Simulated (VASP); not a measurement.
# SrLiH3 (Cmmm) in VASP: notebook, part 2 of 2

VASP 6.6.1.

### 5 Single point, PBE (strain +0.0050 x Voigt [0, 0, 0, 0, 1, 0])

INCAR reads:

```
SYSTEM = SrLiH3
PREC = Accurate
ENCUT = 520
EDIFF = 1E-7
ISMEAR = 0
SIGMA = 0.05
LREAL = .FALSE.
LASPH = .TRUE.
NELM = 80
ALGO = Normal
ISIF = 2
LWAVE = .FALSE.
LCHARG = .FALSE.
GGA = PE
NBANDS = 16
```

KPOINTS reads:

```
Automatic mesh
0
G
  6 6 6
  0 0 0
```

POSCAR reads:

```
SrLiH3
1.0
    4.6307910000      0.0000000000      0.0115769775
    0.0000000000      4.6307910000      0.0000000000
    0.0115769775      0.0000000000      4.6307910000
Li Sr H
1 1 3
Direct
    0.0000000000      0.0000000000      0.0000000000
    0.5000000000      0.5000000000      0.5000000000
    0.0000000000      0.5000000000      0.5000000000
    0.5000000000      0.0000000000      0.5000000000
    0.5000000000      0.5000000000      0.0000000000
```

Potentials or basis: VASP PAW PBE potentials, release 64 (Li_sv, Sr_sv, H).

Launch:

```
$ cat potpaw_PBE.64/Li_sv/POTCAR potpaw_PBE.64/Sr_sv/POTCAR potpaw_PBE.64/H/POTCAR > POTCAR
$ mpirun -np 1 vasp_std > vasp.out
```

OUTCAR:

```text
SYSTEM = SrLiH3
   PREC = Accurate
   ENCUT = 520
   EDIFF = 1E-7
   ISMEAR = 0
   LREAL = .FALSE.
   LASPH = .TRUE.
   NELM = 80
   ISIF = 2
   GGA = PE

 ion  position               nearest neighbor table
   1  0.000  0.000  0.000-
   2  0.500  0.500  0.500-   4 2.32   4 2.32   5 2.32   5 2.32   3 2.32   3 2.32
   3  0.000  0.500  0.500-   2 2.32   2 2.32
   4  0.500  0.000  0.500-   2 2.32   2 2.32
   5  0.500  0.500  0.000-   2 2.32   2 2.32

  LATTYP: Found a base centered orthorhombic cell.
 ALAT       =     6.5325551181
 B/A-ratio  =     1.0050125313
 C/A-ratio  =     0.7088789786

  Lattice vectors:

 A1 = (  -4.6307910000,   0.0000000000,  -0.0115769775)
 A2 = (   0.0115769775,   0.0000000000,   4.6307910000)
 A3 = (   0.0000000000,   4.6307910000,   0.0000000000)

Analysis of symmetry for initial positions (statically):
=====================================================================
 Subroutine PRICEL returns:
 Original cell was already a primitive cell.

 Routine SETGRP: Setting up the symmetry group for a
 base centered orthorhombic supercell.

[... 178 lines left out ...]
 Fermi energy:        -1.2164190399

 k-point     1 :       0.0000    0.0000    0.0000
  band No.  band energies     occupation
      1     -49.1322      2.00000
      2     -34.3191      2.00000
      3     -16.3806      2.00000
      4     -16.3787      2.00000
      5     -16.3767      2.00000
      6      -4.5547      2.00000
[... 433 lines left out ...]
      3     -16.4859      2.00000
      4     -16.4006      2.00000
      5     -16.3996      2.00000
      6      -3.2911      2.00000
[... 8 lines left out ...]
     15       6.1327      0.00000
     16       6.9371      0.00000

 [... further k-points ...]

------------------------ aborting loop because EDIFF is reached ----------------------------------------

  FORCE on cell =-STRESS in cart. coord.  units (eV):
  Direction    XX          YY          ZZ          XY          YZ          ZX
  --------------------------------------------------------------------------------------
  -------------------------------------------------------------------------------------
  Total        0.1084467      0.1088083      0.1084467      0.0000000      0.0000000     -0.0162401
  in kB        1.7497028      1.7555357      1.7497028      0.0000000      0.0000000     -0.2620212
  external PRESSURE =       1.7516471 kB  Pullay stress =       0.0000000 kB

 VOLUME and BASIS-vectors are now :
 -----------------------------------------------------------------------------
  energy-cutoff  :      520.00
  volume of cell :       99.30
      direct lattice vectors                 reciprocal lattice vectors
     4.630791000  0.000000000  0.011576978     0.215947178  0.000000000 -0.000539868
     0.000000000  4.630791000  0.000000000     0.000000000  0.215945829  0.000000000
     0.011576978  0.000000000  4.630791000    -0.000539868  0.000000000  0.215947178

 POSITION                                       TOTAL-FORCE (eV/Angst)
 -----------------------------------------------------------------------------------
      0.00000      0.00000      0.00000        -0.000000      0.000000      0.000000
      2.32118      2.31540      2.32118         0.000000      0.000000      0.000000
      0.00579      2.31540      2.31540        -0.000000      0.000000      0.000000
      2.32118      0.00000      2.32118        -0.000000      0.000000      0.000000
      2.31540      2.31540      0.00579        -0.000000      0.000000      0.000000
 -----------------------------------------------------------------------------------
    total drift:                                0.000000      0.000000      0.000000

  FREE ENERGIE OF THE ION-ELECTRON SYSTEM (eV)
  ---------------------------------------------------
  free  energy   TOTEN  =       -13.8568777162 eV

  energy  without entropy=      -13.8568777162  energy(sigma->0) =      -13.85687772
```

OSZICAR:

```text
N       E                     dE             d eps       ncg     rms          rms(c)
DAV:   1     0.644729668546E+02    0.64473E+02   -0.60403E+03  1664   0.859E+02
DAV:   2    -0.924000645699E+01   -0.73713E+02   -0.68543E+02  2248   0.186E+02
DAV:   3    -0.157092206842E+02   -0.64692E+01   -0.64411E+01  3152   0.437E+01
DAV:   4    -0.157960774884E+02   -0.86857E-01   -0.86846E-01  1968   0.543E+00
DAV:   5    -0.157974789250E+02   -0.14014E-02   -0.14014E-02  2680   0.572E-01    0.233E+01
DAV:   6    -0.142902681926E+02    0.15072E+01   -0.76845E-01  1928   0.374E+00    0.135E+01
DAV:   7    -0.138654729552E+02    0.42480E+00   -0.12172E+00  2152   0.486E+00    0.249E+00
DAV:   8    -0.138565033063E+02    0.89696E-02   -0.14907E-01  2088   0.169E+00    0.432E-01
DAV:   9    -0.138572587086E+02   -0.75540E-03   -0.71275E-03  2336   0.418E-01    0.183E-01
DAV:  10    -0.138568564614E+02    0.40225E-03   -0.18682E-03  2048   0.205E-01    0.246E-01
DAV:  11    -0.138568656734E+02   -0.92120E-05   -0.16740E-04  2120   0.639E-02    0.849E-02
DAV:  12    -0.138568780329E+02   -0.12360E-04   -0.54933E-05  2336   0.386E-02    0.576E-02
DAV:  13    -0.138568793508E+02   -0.13179E-05   -0.36276E-06  2208   0.113E-02    0.221E-02
DAV:  14    -0.138568776318E+02    0.17191E-05   -0.56395E-06  1944   0.105E-02    0.665E-03
DAV:  15    -0.138568777162E+02   -0.84439E-07   -0.36979E-07  2368   0.347E-03
   1 F= -.13856878E+02 E0= -.13856878E+02  d E =-.647107E-14
```

stdout:

```text
POSCAR found type information on POSCAR LiSrH
 POSCAR found :  3 types and       5 ions
 scaLAPACK will be used
 LDA part: xc-table for (Slater+PW92), standard interpolation
 POSCAR, INCAR and KPOINTS ok, starting setup
 FFT: planning ... GRIDC
 FFT: planning ... GRID_SOFT
 FFT: planning ... GRID
 WAVECAR not read
 entering main loop
```

Wall time 37 s (1 thread of Intel Xeon Platinum 8559C (Emerald Rapids), shared host); peak memory 0.25 GiB.

What came out:

| Item | Value |
| --- | --- |
| Free energy | -13.8569 eV |
| Band gap on the k mesh | 1.82 eV (least direct gap 2.24 eV) |

Levels at points of the mesh, in eV from the valence-band top:
```csv
k point,band 5,band 6,band 7,band 8,band 9,band 10,band 11,band 12
"(0.00, 0.00, 0.00)",-14.92,-3.09,-0.94,-0.94,5.18,5.19,5.20,5.21
"(0.50, 0.00, 0.00)",-14.91,-2.25,-0.87,-0.80,3.89,4.66,4.66,6.06
"(0.00, 0.50, 0.00)",-14.91,-2.25,-0.87,-0.80,3.89,4.64,4.67,6.06
"(0.50, 0.50, 0.00)",-14.91,-1.37,-0.43,-0.43,1.82,5.12,5.12,5.66
"(0.50, 0.00, 0.50)",-14.91,-1.37,-0.44,-0.42,1.82,5.12,5.12,5.66
"(0.50, 0.50, 0.50)",-15.01,-0.02,-0.01,0.00,2.44,2.44,2.45,4.43
```

Caveat: the cell differs from its parent crystal (strain +0.0050 x Voigt [0, 0, 0, 0, 1, 0]); the cutoff is under 1.25 times the usual one of these potentials, so pressure, stress and relaxed cells hold a basis-set (Pulay) error.

### 6 Single point, PBE (strain +0.0175 x Voigt [0, 0, 0, 0, 1, 0])

INCAR reads:

```
ALGO = Normal
EDIFF = 1E-7
ENCUT = 520
GGA = PE
ISIF = 2
ISMEAR = 0
LASPH = T
LCHARG = F
LREAL = F
LWAVE = F
NBANDS = 16
NELM = 80
PREC = Accurate
SIGMA = 0.05
```

KPOINTS reads:

```
k-points
0
Gamma
  6 6 6
```

POSCAR: that of step 5 with these lines changed.

```diff
@@ -2,5 +2,5 @@
 1.0
-    4.6307910000      0.0000000000      0.0115769775
+    4.6307910000      0.0000000000      0.0405194213
     0.0000000000      4.6307910000      0.0000000000
-    0.0115769775      0.0000000000      4.6307910000
+    0.0405194213      0.0000000000      4.6307910000
 Li Sr H
```

Potentials or basis: VASP PAW PBE potentials, release 64 (Li_sv, Sr_sv, H).

Launch:

```
$ cat potpaw_PBE.64/Li_sv/POTCAR potpaw_PBE.64/Sr_sv/POTCAR potpaw_PBE.64/H/POTCAR > POTCAR
$ mpirun -np 1 vasp_std > vasp.out
```

OUTCAR:

```text
EDIFF = 1E-7
   ENCUT = 520
   GGA = PE
   ISIF = 2
   ISMEAR = 0
   LASPH = T
   LREAL = F
   NELM = 80
   PREC = Accurate

 ion  position               nearest neighbor table
   1  0.000  0.000  0.000-
   2  0.500  0.500  0.500-   4 2.32   4 2.32   5 2.32   5 2.32   3 2.32   3 2.32
   3  0.000  0.500  0.500-   2 2.32   2 2.32
   4  0.500  0.000  0.500-   2 2.32   2 2.32
   5  0.500  0.500  0.000-   2 2.32   2 2.32

  LATTYP: Found a base centered orthorhombic cell.
 ALAT       =     6.4916243216
 B/A-ratio  =     1.0176544767
 C/A-ratio  =     0.7133485813

  Lattice vectors:

 A1 = (  -4.6307910000,   0.0000000000,  -0.0405194213)
 A2 = (   0.0405194213,   0.0000000000,   4.6307910000)
 A3 = (   0.0000000000,   4.6307910000,   0.0000000000)

Analysis of symmetry for initial positions (statically):
=====================================================================
 Subroutine PRICEL returns:
 Original cell was already a primitive cell.

 Routine SETGRP: Setting up the symmetry group for a
 base centered orthorhombic supercell.

 Subroutine GETGRP returns: Found  8 space group operations
 (whereof  8 operations were pure point group operations)
 out of a pool of  8 trial point group operations.

The static configuration has the point symmetry D_2h.

Analysis of symmetry for dynamics (positions and initial velocities):
=====================================================================
 Subroutine PRICEL returns:
 Original cell was already a primitive cell.

 Routine SETGRP: Setting up the symmetry group for a
 base centered orthorhombic supercell.

 Subroutine GETGRP returns: Found  8 space group operations
 (whereof  8 operations were pure point group operations)
 out of a pool of  8 trial point group operations.

The dynamic configuration has the point symmetry D_2h.

 Subroutine INISYM returns: Found  8 space group operations
 (whereof  8 operations are pure point group operations),
 and found     1 'primitive' translations

----------------------------------------------------------------------------------------

                                     Primitive cell

  volume of cell :      99.2961

  direct lattice vectors                    reciprocal lattice vectors
     4.630791000  0.000000000  0.040519421     0.215962363  0.000000000 -0.001889671
     0.000000000  4.630791000  0.000000000     0.000000000  0.215945829  0.000000000
     0.040519421  0.000000000  4.630791000    -0.001889671  0.000000000  0.215962363

  length of vectors
     4.630968269  4.630791000  4.630968269     0.215970630  0.215945829  0.215970630

  position of ions in fractional coordinates (direct lattice)
     0.000000000  0.000000000  0.000000000
     0.500000000  0.500000000  0.500000000
     0.000000000  0.500000000  0.500000000
     0.500000000  0.000000000  0.500000000
     0.500000000  0.500000000  0.000000000

  ion indices of the primitive-cell ions
   primitive index   ion index
                 1           1
                 2           2
                 3           3
                 4           4
                 5           5

[... 28 lines left out ...]
  0.000000  0.000000  0.000000      1.000000
  0.166667  0.000000  0.000000      4.000000
  0.333333  0.000000  0.000000      4.000000
  0.500000  0.000000  0.000000      2.000000
  0.000000  0.166667  0.000000      2.000000
  0.166667  0.166667  0.000000      8.000000
[... 16 lines left out ...]
  0.333333  0.166667  0.166667      8.000000
  0.500000  0.166667  0.166667      8.000000
 [... further k-points ...]
   k-points           NKPTS =     52   k-points in BZ     NKDIM =     52   number of bands    NBANDS=     16
   number of dos      NEDOS =    301   number of ions     NIONS =      5
   total plane-waves  NPLWV =  46656
   dimension x,y,z NGX =    36 NGY =   36 NGZ =   36
   dimension x,y,z NGXF=    72 NGYF=   72 NGZF=   72
   ions per type =               1   1   3
   NGX,Y,Z   is equivalent  to a cutoff of  12.92, 12.92, 12.92 a.u.
   NGXF,Y,Z  is equivalent  to a cutoff of  25.85, 25.85, 25.85 a.u.
 SYSTEM =  unknown system
   PREC   = accura    normal or accurate (medium, high low for compatibility)
   ISTART =      0    job   : 0-new  1-cont  2-samecut
   ICHARG =      2    charge: 1-file 2-atom 10-const
   ISPIN  =      1    spin polarized calculation?
   LNONCOLLINEAR =      F non collinear calculations
   LSORBIT =      F    spin-orbit coupling
   LASPH  =      T    aspherical Exc in radial PAW
   ENCUT  =  520.0 eV  38.22 Ry    6.18 a.u.   8.61  8.61  8.61*2*pi/ulx,y,z
   NELM   =     80;   NELMIN=  2; NELMDL= -5     # of ELM steps
   EDIFF  = 0.1E-06   stopping-criterion for ELM
   LREAL  =      F    real-space projection
   EDIFFG = 0.1E-05   stopping-criterion for IOM
   NSW    =      0    number of steps for IOM
   IBRION =     -1    ionic relax: 0-MD 1-quasi-New 2-CG
   NFREE  =      0    steps in history (QN), initial steepest desc. (CG)
   ISIF   =      2    stress and relaxation
   ISYM   =      2    0-nonsym 1-usesym 2-fastsym
   POTIM  = 0.5000    time-step for ionic-motion
   TEBEG  =    0.0;   TEEND  =   0.0 temperature during run
   PSTRESS=    0.0 pullay stress
   NELECT =      16.0000    total number of electrons
   NUPDOWN=      -1.0000    fix difference up-down
   EMIN   =  10.00;   EMAX   =-10.00  energy-range for DOS
   EFERMI =   0.00;   METHOD = LEGACY
   ISMEAR =     0;   SIGMA  =   0.05  broadening in eV -4-tet -1-fermi 0-gaus
   EFERMI_NEDOS =   21; number of points for ismear=-14 and -15
   IALGO  =     38    algorithm
   IMIX   =      4    mixing-type and parameters
     AMIX     =   0.40;   BMIX     =  1.00
     AMIX_MAG =   1.60;   BMIX_MAG =  1.00
  volume/ion in A,a.u.               =      19.86       134.02
  Fermi-wavevector in a.u.,A,eV,Ry     =   0.890849  1.683460 10.797744  0.793612
  Thomas-Fermi vector in A             =   2.012593
   LORBIT       =      0    0 simple, 1 ext, 2 COOP (PROOUT), +10 PAW based schemes
   GGA     = PE    functional components
   LHFCALC =     F    Hartree Fock is set to
   AEXX    =    0.0000 exact exchange contribution
   IVDW    =     0    specifies the selected vdW correction
   LEPSILON=     F    determine dielectric tensor
   LRPA    =     F    only Hartree local field effects (RPA)
 non-spin polarized calculation
 Gauss-broadening in eV      SIGMA  =   0.05
  energy-cutoff  :      520.00
  volume of cell :       99.30
 maximum number of plane-waves:      2689
 NGX is ok and might be reduce to    36
   NGX = 17   NGY = 17   NGZ = 17

 number of electron      16.0000001 magnetization

 Free energy of the ion-electron system (eV)
  ---------------------------------------------------
  ext. energy  EPLUGINS =         0.00000000
  ---------------------------------------------------
  free energy    TOTEN  =       -13.85640298 eV

  energy without entropy =      -13.85640298  energy(sigma->0) =      -13.85640298

 E-fermi :  -1.2119     XC(G=0):  -6.7763

 val. band max:       -1.4362562431   @ k =   0.5000   0.5000   0.5000
 cond. band min:       0.3576283551   @ k =   0.5000   0.5000   0.0000
 fundamental gap:      1.7938845981
 Fermi energy:        -1.2118721660

 k-point     1 :       0.0000    0.0000    0.0000
  band No.  band energies     occupation
      1     -49.1316      2.00000
      2     -34.3194      2.00000
      3     -16.3858      2.00000
      4     -16.3791      2.00000
      5     -16.3722      2.00000
      6      -4.5547      2.00000
[... 433 lines left out ...]
      3     -16.4865      2.00000
      4     -16.4008      2.00000
      5     -16.3998      2.00000
      6      -3.2912      2.00000
[... 8 lines left out ...]
     15       6.1342      0.00000
     16       6.9334      0.00000

 [... further k-points ...]

------------------------ aborting loop because EDIFF is reached ----------------------------------------

  FORCE on cell =-STRESS in cart. coord.  units (eV):
  Direction    XX          YY          ZZ          XY          YZ          ZX
  --------------------------------------------------------------------------------------
  -------------------------------------------------------------------------------------
  Total        0.1067725      0.1111004      0.1067725      0.0000000      0.0000000     -0.0569645
  in kB        1.7228111      1.7926431      1.7228111      0.0000000      0.0000000     -0.9191417
  external PRESSURE =       1.7460884 kB  Pullay stress =       0.0000000 kB

 VOLUME and BASIS-vectors are now :
 -----------------------------------------------------------------------------
  energy-cutoff  :      520.00
  volume of cell :       99.30
      direct lattice vectors                 reciprocal lattice vectors
     4.630791000  0.000000000  0.040519421     0.215962363  0.000000000 -0.001889671
     0.000000000  4.630791000  0.000000000     0.000000000  0.215945829  0.000000000
     0.040519421  0.000000000  4.630791000    -0.001889671  0.000000000  0.215962363

 POSITION                                       TOTAL-FORCE (eV/Angst)
 -----------------------------------------------------------------------------------
      0.00000      0.00000      0.00000        -0.000000      0.000000      0.000000
      2.33566      2.31540      2.33566         0.000000      0.000000      0.000000
      0.02026      2.31540      2.31540        -0.000000      0.000000      0.000000
      2.33566      0.00000      2.33566        -0.000000      0.000000      0.000000
      2.31540      2.31540      0.02026        -0.000000      0.000000      0.000000
 -----------------------------------------------------------------------------------
    total drift:                                0.000000      0.000000      0.000000

  FREE ENERGIE OF THE ION-ELECTRON SYSTEM (eV)
  ---------------------------------------------------
  free  energy   TOTEN  =       -13.8564029768 eV

  energy  without entropy=      -13.8564029768  energy(sigma->0) =      -13.85640298
```

OSZICAR:

```text
N       E                     dE             d eps       ncg     rms          rms(c)
DAV:   1     0.624110769560E+02    0.62411E+02   -0.60468E+03  1664   0.859E+02
DAV:   2    -0.936005175360E+01   -0.71771E+02   -0.66441E+02  2272   0.183E+02
DAV:   3    -0.157143350644E+02   -0.63543E+01   -0.63281E+01  3136   0.433E+01
DAV:   4    -0.157951349058E+02   -0.80800E-01   -0.80793E-01  1928   0.547E+00
DAV:   5    -0.157968614564E+02   -0.17266E-02   -0.17265E-02  2688   0.601E-01    0.233E+01
DAV:   6    -0.142896695711E+02    0.15072E+01   -0.76980E-01  1936   0.374E+00    0.134E+01
DAV:   7    -0.138647747230E+02    0.42489E+00   -0.12127E+00  2128   0.486E+00    0.251E+00
DAV:   8    -0.138560294256E+02    0.87453E-02   -0.14716E-01  2112   0.168E+00    0.437E-01
DAV:   9    -0.138567808633E+02   -0.75144E-03   -0.80231E-03  2280   0.438E-01    0.183E-01
DAV:  10    -0.138563785809E+02    0.40228E-03   -0.18391E-03  2088   0.203E-01    0.254E-01
DAV:  11    -0.138563909524E+02   -0.12371E-04   -0.16177E-04  2152   0.646E-02    0.878E-02
DAV:  12    -0.138564033346E+02   -0.12382E-04   -0.55765E-05  2328   0.387E-02    0.555E-02
DAV:  13    -0.138564045730E+02   -0.12383E-05   -0.34198E-06  2224   0.111E-02    0.214E-02
DAV:  14    -0.138564028906E+02    0.16824E-05   -0.53656E-06  1952   0.103E-02    0.635E-03
DAV:  15    -0.138564029768E+02   -0.86247E-07   -0.34796E-07  2296   0.334E-03
   1 F= -.13856403E+02 E0= -.13856403E+02  d E =-.234431E-12
```

stdout:

```text
POSCAR found type information on POSCAR LiSrH
 POSCAR found :  3 types and       5 ions
 scaLAPACK will be used
 LDA part: xc-table for (Slater+PW92), standard interpolation
 POSCAR, INCAR and KPOINTS ok, starting setup
 FFT: planning ... GRIDC
 FFT: planning ... GRID_SOFT
 FFT: planning ... GRID
 WAVECAR not read
 entering main loop
```

It took 40 s on 1 thread of Intel Xeon Platinum 8559C (Emerald Rapids), shared host; peak memory 0.25 GiB.

Results:

* Free energy: -13.8564 eV
* Band gap on the k mesh: 1.79 eV (least direct gap 2.21 eV)

Caveat: the cell differs from its parent crystal (strain +0.0175 x Voigt [0, 0, 0, 0, 1, 0]); the cutoff is under 1.25 times the usual one of these potentials, so pressure, stress and relaxed cells hold a basis-set (Pulay) error. A k mesh can miss the band edges.

### 7 Summary

| cell | gap on the mesh (eV) |
| --- | --- |
| a = 4.631 Å, angles 90.0, 91.1, 90.0°, 5 atoms | 1.79 |
| a = 4.631 Å, angles 90.0, 89.1, 90.0°, 5 atoms | 1.80 |
| a = 4.631 Å, angles 90.0, 90.6, 90.0°, 5 atoms | 1.81 |
| a = 4.631 Å, angles 90.0, 89.7, 90.0°, 5 atoms | 1.82 |
| a = 4.631 Å, angles 90.0, 89.0, 90.0°, 5 atoms | 1.79 |

Alike in all rows: task single point; level PBE; potentials or basis VASP PAW PBE potentials, release 64 (Li_sv, Sr_sv, H); no spin polarisation; k mesh 6 × 6 × 6; cutoff (eV) 520; smearing gaussian 0.05 eV.

Caveats: the cutoff is under 1.25 times the usual one of these potentials, so pressure, stress and relaxed cells hold a basis-set (Pulay) error.

Total energies depend on the potentials used, so only differences within one code and one set of settings carry meaning.
